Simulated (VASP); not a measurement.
# C (Fd-3m) in VASP: further runs

The runs below take C through single point, with r2SCAN, PBE, RPBE.

Program: VASP 6.6.1. These are calculated values, not measurements. Logs are shortened: lines on timing, memory, paths and dates and some standing lists are left out, and cuts for length are marked.

## (1) The cell of the first run

Symmetry: Fd-3m, No. 227, cubic system. The conventional cell has a = 3.614 Å, b = 3.614 Å, c = 3.614 Å, α = 90.00°, β = 90.00°, γ = 90.00°. C (site symmetry -43m) has 4 C at 1.56 Å within 2.1 Å.

## (2) Single point, r2SCAN

File POSCAR:

```
C
1.0
    0.0000000000      1.8068380860      1.8068380860
    1.8068380860      0.0000000000      1.8068380860
    1.8068380860      1.8068380860      0.0000000000
C
2
Direct
    0.7500000000      0.7500000000      0.7500000000
    0.5000000000      0.5000000000      0.5000000000
```

File INCAR.step1:

```
PREC     = Accurate       # precision mode
ENCUT    = 520            # plane-wave cutoff, eV
ISMEAR   = -1             # smearing method
SIGMA    = 0.05           # smearing width, eV
LREAL    = False          # projectors in reciprocal space
LASPH    = True           # aspherical terms in the spheres
NELM     = 60             # most SCF steps
NBANDS   = 11             # bands
GGA      = PE             # functional
ALGO     = Normal         # electronic algorithm
EDIFF    = 1E-4           # SCF threshold, eV
LWAVE    = True           # write WAVECAR
LCHARG   = False          # write CHGCAR
```

File INCAR.step2:

```
PREC     = Accurate       # precision mode
ENCUT    = 520            # plane-wave cutoff, eV
EDIFF    = 1E-6           # SCF threshold, eV
ISMEAR   = -1             # smearing method
SIGMA    = 0.05           # smearing width, eV
LREAL    = False          # projectors in reciprocal space
LASPH    = True           # aspherical terms in the spheres
NELM     = 60             # most SCF steps
ALGO     = Normal         # electronic algorithm
ISIF     = 2              # what is computed and relaxed
LWAVE    = False          # write WAVECAR
LCHARG   = True           # write CHGCAR
METAGGA  = R2SCAN         # meta-GGA
LMIXTAU  = True         
LELF     = True           # ELF
LVHAR    = True         
NBANDS   = 11             # bands
ISTART   = 1
```

File KPOINTS:

```
Automatic mesh
0
Gamma
  13 13 13
```

Potentials or basis: VASP PAW PBE potentials, release 64 (C).

Run with:

```console
$ cat potpaw_PBE.64/C/POTCAR > POTCAR
$ cp INCAR.step1 INCAR
$ mpirun -np 1 vasp_std > vasp.out
$ cp INCAR.step2 INCAR
$ mpirun -np 1 vasp_std > vasp.out
```

OUTCAR:

```text
PREC = Accurate
   ENCUT = 520
   EDIFF = 1E-6
   ISMEAR = -1
   LREAL = False
   LASPH = True
   NELM = 60
   ISIF = 2
   METAGGA = R2SCAN
   ISTART = 1

 ion  position               nearest neighbor table
   1  0.750  0.750  0.750-   2 1.56   2 1.56   2 1.56   2 1.56
   2  0.500  0.500  0.500-   1 1.56   1 1.56   1 1.56   1 1.56

  LATTYP: Found a face centered cubic cell.
 ALAT       =     3.6136761720

  Lattice vectors:

 A1 = (   0.0000000000,   1.8068380860,   1.8068380860)
 A2 = (   1.8068380860,   0.0000000000,   1.8068380860)
 A3 = (   1.8068380860,   1.8068380860,   0.0000000000)

Analysis of symmetry for initial positions (statically):
=====================================================================
 Subroutine PRICEL returns:
 Original cell was already a primitive cell.

 Routine SETGRP: Setting up the symmetry group for a
 face centered cubic supercell.

 Subroutine GETGRP returns: Found 48 space group operations
 (whereof 24 operations were pure point group operations)
 out of a pool of 48 trial point group operations.

The static configuration has the point symmetry T_d .
 The point group associated with its full space group is O_h .

Analysis of symmetry for dynamics (positions and initial velocities):
=====================================================================
 Subroutine PRICEL returns:
 Original cell was already a primitive cell.

 Routine SETGRP: Setting up the symmetry group for a
 face centered cubic supercell.

 Subroutine GETGRP returns: Found 48 space group operations
 (whereof 24 operations were pure point group operations)
 out of a pool of 48 trial point group operations.

The dynamic configuration has the point symmetry T_d .
 The point group associated with its full space group is O_h .

 Subroutine INISYM returns: Found 48 space group operations
 (whereof 24 operations are pure point group operations),
 and found     1 'primitive' translations

----------------------------------------------------------------------------------------

                                     Primitive cell

  volume of cell :      11.7974

  direct lattice vectors                    reciprocal lattice vectors
     0.000000000  1.806838086  1.806838086    -0.276726511  0.276726511  0.276726511
     1.806838086  0.000000000  1.806838086     0.276726511 -0.276726511  0.276726511
     1.806838086  1.806838086  0.000000000     0.276726511  0.276726511 -0.276726511

  length of vectors
     2.555254926  2.555254926  2.555254926     0.479304377  0.479304377  0.479304377

  position of ions in fractional coordinates (direct lattice)
     0.750000000  0.750000000  0.750000000
     0.500000000  0.500000000  0.500000000

  ion indices of the primitive-cell ions
   primitive index   ion index
                 1           1
                 2           2

----------------------------------------------------------------------------------------

 KPOINTS: Automatic mesh

Automatic generation of k-mesh.
 Grid dimensions read from file:
 generate k-points for:   13   13   13

 Generating k-lattice:

  Cartesian coordinates                     Fractional coordinates (reciprocal lattice)
    -0.021286655  0.021286655  0.021286655     0.076923077  0.000000000  0.000000000
     0.021286655 -0.021286655  0.021286655     0.000000000  0.076923077  0.000000000
     0.021286655  0.021286655 -0.021286655     0.000000000  0.000000000  0.076923077

  Length of vectors
     0.036869567  0.036869567  0.036869567

  Shift w.r.t. Gamma in fractional coordinates (k-lattice)
     0.000000000  0.000000000  0.000000000

 Subroutine IBZKPT returns following result:
 ===========================================

 Found     84 irreducible k-points:

 Following reciprocal coordinates:
            Coordinates               Weight
  0.000000  0.000000  0.000000      1.000000
  0.076923  0.000000  0.000000      8.000000
  0.153846  0.000000  0.000000      8.000000
  0.230769  0.000000  0.000000      8.000000
  0.307692  0.000000  0.000000      8.000000
  0.384615  0.000000  0.000000      8.000000
[... 16 lines left out ...]
  0.384615  0.153846  0.000000     24.000000
  0.461538  0.153846  0.000000     24.000000
 [... further k-points ...]
   k-points           NKPTS =     84   k-points in BZ     NKDIM =     84   number of bands    NBANDS=     11
   number of dos      NEDOS =    301   number of ions     NIONS =      2
   total plane-waves  NPLWV =   8000
   dimension x,y,z NGX =    20 NGY =   20 NGZ =   20
   dimension x,y,z NGXF=    40 NGYF=   40 NGZF=   40
   ions per type =               2
   NGX,Y,Z   is equivalent  to a cutoff of  13.01, 13.01, 13.01 a.u.
   NGXF,Y,Z  is equivalent  to a cutoff of  26.02, 26.02, 26.02 a.u.
 SYSTEM =  unknown system
   PREC   = accura    normal or accurate (medium, high low for compatibility)
   ISTART =      1    job   : 0-new  1-cont  2-samecut
   ICHARG =      0    charge: 1-file 2-atom 10-const
   ISPIN  =      1    spin polarized calculation?
   LNONCOLLINEAR =      F non collinear calculations
   LSORBIT =      F    spin-orbit coupling
   LASPH  =      T    aspherical Exc in radial PAW
   ENCUT  =  520.0 eV  38.22 Ry    6.18 a.u.   4.75  4.75  4.75*2*pi/ulx,y,z
   NELM   =     60;   NELMIN=  2; NELMDL=  0     # of ELM steps
   EDIFF  = 0.1E-05   stopping-criterion for ELM
   LREAL  =      F    real-space projection
   EDIFFG = 0.1E-04   stopping-criterion for IOM
   NSW    =      0    number of steps for IOM
   IBRION =     -1    ionic relax: 0-MD 1-quasi-New 2-CG
   NFREE  =      0    steps in history (QN), initial steepest desc. (CG)
   ISIF   =      2    stress and relaxation
   ISYM   =      2    0-nonsym 1-usesym 2-fastsym
   POTIM  = 0.5000    time-step for ionic-motion
   TEBEG  =    0.0;   TEEND  =   0.0 temperature during run
   PSTRESS=    0.0 pullay stress
   NELECT =       8.0000    total number of electrons
   NUPDOWN=      -1.0000    fix difference up-down
   EMIN   =  10.00;   EMAX   =-10.00  energy-range for DOS
   EFERMI =   0.00;   METHOD = LEGACY
   ISMEAR =    -1;   SIGMA  =   0.05  broadening in eV -4-tet -1-fermi 0-gaus
   EFERMI_NEDOS =   21; number of points for ismear=-14 and -15
   IALGO  =     38    algorithm
   IMIX   =      4    mixing-type and parameters
     AMIX     =   0.40;   BMIX     =  1.00
     AMIX_MAG =   1.60;   BMIX_MAG =  1.00
  volume/ion in A,a.u.               =       5.90        39.81
  Fermi-wavevector in a.u.,A,eV,Ry     =   1.438276  2.717948 28.145530  2.068638
  Thomas-Fermi vector in A             =   2.557261
   LORBIT       =      0    0 simple, 1 ext, 2 COOP (PROOUT), +10 PAW based schemes
   METAGGA = R2SCAN    functional components
   LHFCALC =     F    Hartree Fock is set to
   AEXX    =    0.0000 exact exchange contribution
   IVDW    =     0    specifies the selected vdW correction
   LEPSILON=     F    determine dielectric tensor
   LRPA    =     F    only Hartree local field effects (RPA)
 non-spin polarized calculation
  energy-cutoff  :      520.00
  volume of cell :       11.80
 maximum number of plane-waves:       331
   NGX =  9   NGY =  9   NGZ =  9

 number of electron       8.0000000 magnetization

 Free energy of the ion-electron system (eV)
  ---------------------------------------------------
  ext. energy  EPLUGINS =         0.00000000
  ---------------------------------------------------
  free energy    TOTEN  =       -19.63066504 eV

  energy without entropy =      -19.63066504  energy(sigma->0) =      -19.63066504

 E-fermi :  10.1422     XC(G=0): -14.0437

 val. band max:        9.1511510201   @ k =   0.0000   0.0000   0.0000
 cond. band min:      13.4000727686   @ k =   0.3846   0.3846   0.0000
 fundamental gap:      4.2489217484
 Fermi energy:        10.1422016703

 k-point     1 :       0.0000    0.0000    0.0000
  band No.  band energies     occupation
      1     -13.0086      2.00000
      2       9.1511      2.00000
      3       9.1512      2.00000
      4       9.1512      2.00000
      5      14.8788      0.00000
      6      14.8788      0.00000
      7      14.8788      0.00000
      8      22.0408      0.00000
      9      29.0124      0.00000
     10      36.1087      0.00000
     11      36.1087      0.00000

 k-point     2 :       0.0769    0.0000    0.0000
  band No.  band energies     occupation
      1     -12.8419      2.00000
      2       8.0406      2.00000
      3       8.8659      2.00000
      4       8.8659      2.00000
      5      15.2528      0.00000
      6      15.2528      0.00000
      7      15.5115      0.00000
      8      22.2396      0.00000
      9      29.3056      0.00000
     10      34.2852      0.00000
     11      34.2852      0.00000

 k-point     3 :       0.1538    0.0000    0.0000
  band No.  band energies     occupation
      1     -12.3439      2.00000
      2       5.6899      2.00000
      3       8.2218      2.00000
      4       8.2218      2.00000
      5      16.1021      0.00000
      6      16.1021      0.00000
      7      16.4891      0.00000
      8      22.8258      0.00000
      9      29.9609      0.00000
     10      32.7025      0.00000
     11      32.7025      0.00000

 k-point     4 :       0.2308    0.0000    0.0000
  band No.  band energies     occupation
      1     -11.5215      2.00000
      2       3.0109      2.00000
      3       7.5235      2.00000
      4       7.5235      2.00000
      5      16.9657      0.00000
      6      16.9657      0.00000
      7      17.1407      0.00000
      8      23.6821      0.00000
      9      30.4434      0.00000
     10      32.0968      0.00000
     11      32.0968      0.00000
[... 239 lines left out ...]
 k-point    22 :       0.3077    0.1538    0.0000
  band No.  band energies     occupation
      1     -10.5971      2.00000
      2       2.3238      2.00000
      3       5.5137      2.00000
      4       6.0472      2.00000
      5      15.2517      0.00000
      6      19.6042      0.00000
      7      19.8714      0.00000
      8      21.5011      0.00000
      9      30.1107      0.00000
     10      31.4422      0.00000
     11      36.3531      0.00000

 k-point    23 :       0.3846    0.1538    0.0000
  band No.  band energies     occupation
      1      -9.3823      2.00000
      2      -0.1445      2.00000
      3       5.2095      2.00000
      4       5.2663      2.00000
      5      15.9603      0.00000
      6      19.9007      0.00000
      7      20.1507      0.00000
      8      22.1618      0.00000
      9      31.0709      0.00000
     10      31.5838      0.00000
     11      36.7785      0.00000

 k-point    24 :       0.4615    0.1538    0.0000
  band No.  band energies     occupation
      1      -7.9530      2.00000
      2      -2.4052      2.00000
      3       4.5603      2.00000
      4       5.1666      2.00000
      5      16.4096      0.00000
      6      20.0246      0.00000
      7      20.0262      0.00000
      8      23.4885      0.00000
      9      30.4629      0.00000
     10      33.0044      0.00000
     11      36.9209      0.00000

 [... further k-points ...]
[... 5 lines left out ...]
  --------------------------------------------------------------------------------------
  -------------------------------------------------------------------------------------
  Total       -1.2951307     -1.2951307     -1.2951307     -0.0000000      0.0000000     -0.0000000
  in kB     -175.8881023   -175.8881023   -175.8881023     -0.0000000      0.0000000     -0.0000000
  external PRESSURE =    -175.8881023 kB  Pullay stress =       0.0000000 kB

 VOLUME and BASIS-vectors are now :
 -----------------------------------------------------------------------------
  energy-cutoff  :      520.00
  volume of cell :       11.80
      direct lattice vectors                 reciprocal lattice vectors
     0.000000000  1.806838086  1.806838086    -0.276726511  0.276726511  0.276726511
     1.806838086  0.000000000  1.806838086     0.276726511 -0.276726511  0.276726511
     1.806838086  1.806838086  0.000000000     0.276726511  0.276726511 -0.276726511

 POSITION                                       TOTAL-FORCE (eV/Angst)
 -----------------------------------------------------------------------------------
      2.71026      2.71026      2.71026         0.000000      0.000000      0.000000
      1.80684      1.80684      1.80684        -0.000000     -0.000000     -0.000000
 -----------------------------------------------------------------------------------
    total drift:                                0.000000     -0.000000      0.000000

  FREE ENERGIE OF THE ION-ELECTRON SYSTEM (eV)
  ---------------------------------------------------
  free  energy   TOTEN  =       -19.6306650433 eV

  energy  without entropy=      -19.6306650433  energy(sigma->0) =      -19.63066504
```

Run time: 34 s. Hardware: 1 thread of Intel Xeon Platinum 8375C at 2.90GHz (Ice Lake), shared host; peak memory 0.12 GiB.

Results:

| Item | Value |
| --- | --- |
| Free energy | -19.6307 eV |
| Pressure | -17.6 GPa |
| Band gap on the k mesh | 4.25 eV, indirect (least direct gap 5.73 eV) |

Levels at points of the mesh, in eV from the valence-band top:
```tsv
k point	band 1	band 2	band 3	band 4	band 5	band 6	band 7	band 8	band 9
(0.00, 0.00, 0.00)	-22.16	0.00	0.00	0.00	5.73	5.73	5.73	12.89	19.86
```

Caveat: the PAW data sets were made with another functional, which shifts forces and pressure a little. A k mesh can miss the band edges.

## (3) Single point, r2SCAN

This run uses another cell than the first one, of 6.01 Å³/atom, 1.019 times its volume.

File POSCAR:

```
C
1.0
    0.0000000000      1.8183469191      1.8183469191
    1.8183469191      0.0000000000      1.8183469191
    1.8183469191      1.8183469191      0.0000000000
C
2
Direct
    0.7500000000      0.7500000000      0.7500000000
    0.5000000000      0.5000000000      0.5000000000
```

File INCAR.step1:

```
ALGO = Normal
EDIFF = 1E-4
ENCUT = 520
GGA = PE
ISMEAR = -1
LASPH = True
LCHARG = False
LREAL = False
LWAVE = True
NBANDS = 11
NELM = 60
PREC = Accurate
SIGMA = 0.05
```

File INCAR.step2:

```
ALGO = Normal
EDIFF = 1E-7
ENCUT = 520
ISIF = 2
ISMEAR = -1
ISTART = 1
LASPH = True
LCHARG = True
LELF = True
LMIXTAU = True
LREAL = False
LVHAR = True
LWAVE = False
METAGGA = R2SCAN
NBANDS = 11
NELM = 60
PREC = Accurate
SIGMA = 0.05
```

File KPOINTS:

```
k-points
0
Gamma
  13 13 13
```

Potentials or basis: VASP PAW PBE potentials, release 64 (C).

Run with:

```console
$ cat potpaw_PBE.64/C/POTCAR > POTCAR
$ cp INCAR.step1 INCAR
$ mpirun -np 1 vasp_std > vasp.out
$ cp INCAR.step2 INCAR
$ mpirun -np 1 vasp_std > vasp.out
```

Wall time 37 s (1 thread of Intel Xeon Platinum 8375C at 2.90GHz (Ice Lake), shared host); peak memory 0.12 GiB.

The run converged. Its results:

* Free energy: -19.6011 eV
* Pressure: -24.6 GPa
* Band gap on the k mesh: 4.21 eV, indirect (least direct gap 5.68 eV)

Levels at points of the mesh, in eV from the valence-band top:
```tsv
k point	band 1	band 2	band 3	band 4	band 5	band 6	band 7	band 8	band 9
(0.00, 0.00, 0.00)	-21.91	0.00	0.00	0.00	5.68	5.68	5.68	12.45	19.61
```

Caveat: the PAW data sets were made with another functional, which shifts forces and pressure a little.

## (4) Single point, PBE

This run uses another cell than the first one, of 5.67 Å³/atom, 0.962 times its volume.

File INCAR:

```
SYSTEM = C
PREC = Accurate
ENCUT = 520
EDIFF = 1E-6
ISMEAR = -1
SIGMA = 0.05
LREAL = .FALSE.
LASPH = .TRUE.
NELM = 100
ALGO = Normal
ISIF = 2
LWAVE = .FALSE.
LCHARG = .FALSE.
GGA = PE
NBANDS = 11
```

File KPOINTS:

```
Automatic mesh
0
G
  17 17 17
  0 0 0
```

File POSCAR:

```
C
1.0
    0.0000000000      1.7833700000      1.7833700000
    1.7833700000      0.0000000000      1.7833700000
    1.7833700000      1.7833700000      0.0000000000
C
2
Direct
    0.7500000000      0.7500000000      0.7500000000
    0.5000000000      0.5000000000      0.5000000000
```

Run with:

```console
$ cat potpaw_PBE.64/C/POTCAR > POTCAR
$ mpirun -np 1 vasp_std > vasp.out
```

Wall time 16 s (1 thread of AMD EPYC 7R43 (Zen 3), shared host); peak memory 0.09 GiB.

Results (log left out):

```
Free energy            : -18.1853 eV
Pressure               : 2.5 GPa
Band gap on the k mesh : 4.13 eV, indirect (least direct gap 5.59 eV)
```

Levels at points of the mesh, in eV from the valence-band top:
```tsv
k point	band 1	band 2	band 3	band 4	band 5	band 6	band 7	band 8
(0.00, 0.00, 0.00)	-21.48	0.00	0.00	0.00	5.59	5.59	5.59	13.33
```

A k mesh can miss the band edges. A hybrid or GW would open this gap; PBE tends to underestimate it.

(Part 1 of 2 ends here.)
